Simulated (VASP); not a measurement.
A run of VASP 6.6.1 is set up as follows.

The input INCAR:

```
PREC = Accurate ; ENCUT = 520
EDIFF = 1E-6 ; ISMEAR = -1
SIGMA = 0.02 ; LREAL = Auto
LASPH = T ; NELM = 80
ALGO = Normal ; ISIF = 2
LWAVE = F ; LCHARG = F
GGA = PE ; IBRION = 2
NSW = 35 ; EDIFFG = -0.3
```

Contents of KPOINTS:

```
regular mesh
0
Gamma
  1 1 1
```

The input POSCAR:

```
H6C
1.0
    6.0659390000      0.0000000000      0.0000000000
    0.0000000000      6.0659390000      0.0000000000
    0.0000000000      0.0000000000      6.0659390000
H C
18 3
Direct
    0.9995638000      0.8817569000      0.3373134000
    0.9814636000      0.8707739000      0.2176464000
    0.2675423000      0.4821206000      0.7893024000
    0.1612253000      0.5303200000      0.7555095000
    0.8023033000      0.6341269000      0.4095105000
    0.7912635000      0.5163161000      0.3818127000
    0.1938687000      1.0625086000      0.2814636000
    0.3693678000      1.1207227000      0.0537299000
    0.2239766000      0.8662175000      0.0655591000
    0.4464722000      0.9167385000      0.2499358000
    0.4369617000      0.3313748000      0.2737916000
    0.2608299000      0.5277601000      0.4020953000
    0.5226107000      0.6108021000      0.2990115000
    0.5061090000      0.4403836000      0.5372061000
    0.6467976000     -0.0179157000      0.6543096000
    0.8877915000      0.0622793000      0.8010820000
    0.6338707000      0.2011315000      0.8489957000
    0.7759705000      0.2387242000      0.5951338000
    0.3084213000      0.9915468000      0.1626721000
    0.4316278000      0.4775801000      0.3780261000
    0.7361076000      0.1210548000      0.7248803000
```

Potentials or basis: VASP PAW PBE potentials, release 64 (H, C).

Run with:

```console
$ cat potpaw_PBE.64/H/POTCAR potpaw_PBE.64/C/POTCAR > POTCAR
$ mpirun -np 1 vasp_gam > vasp.out
```

(1) Predict the band gap on the k mesh.

(2) What does it give for the energy gained by relaxing?

Results:

(1) 8.44 eV.

(2) 62.1 meV/atom.

Caveat: the k points lie up to 1.04 Å⁻¹ apart.
